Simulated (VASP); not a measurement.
Write the native input for VASP 6.6.1 that does the following.

| Quantity | Value |
| --- | --- |
| Task | relaxation of cell and atoms |
| Functional | PBE |
| Potentials or basis | VASP PAW PBE potentials, release 64 (Bi_d) |
| Cutoff | 600 eV |
| k mesh | 14 × 14 × 8 |
| Occupations | gaussian, width 0.05 eV |
| Spin | no spin polarisation |
| Dipole correction | no |
| Further INCAR settings | ALGO = Normal; EDIFF = 1e-06; IBRION = 2; EDIFFG = -0.01; NSW = 50; ISIF = 3 |

The structure of Bi lies in POSCAR:

```
Bi
1.0
    3.5463542130      0.0000000000      0.0000000000
   -1.7731771065      3.0712328392      0.0000000000
    0.0000000000      0.0000000000      5.8253591467
Bi
2
Direct
    0.3333333333      0.6666666667      0.7500000000
    0.6666666667      0.3333333333      0.2500000000
```

One way to write it, as run:

INCAR

```
SYSTEM = Bi
  ALGO = Normal
  EDIFF = 1E-6
  EDIFFG = -0.01
  ENCUT = 600
  GGA = PE
  IBRION = 2
  ISIF = 3
  ISMEAR = 0
  LASPH = .True.
  LCHARG = .False.
  LREAL = .False.
  LWAVE = .False.
  NELM = 100
  NSW = 50
  PREC = Accurate
  SIGMA = 0.05
```

KPOINTS

```
k-points
0
Gamma
  14 14 8
  0 0 0
```

Potentials or basis: VASP PAW PBE potentials, release 64 (Bi_d).

The run is started by

```sh
$ cat potpaw_PBE.64/Bi_d/POTCAR > POTCAR
$ mpirun -np 1 vasp_std > vasp.out
```

Results of the run:

- Pressure after relaxing: 0.0 GPa
- Band gap on the k mesh: zero (band 15 reaches 11.79 eV, above the bottom of band 16 at 5.24 eV)

Caveat: the relaxation stopped at its first step, so nothing moved; spin-orbit coupling is left out, which moves the levels of the heavy elements.

It took 68 s on 1 thread of Intel(R) Xeon(R) Platinum 8488C (Sapphire Rapids), with other jobs on the host, peak memory 0.28 GiB.
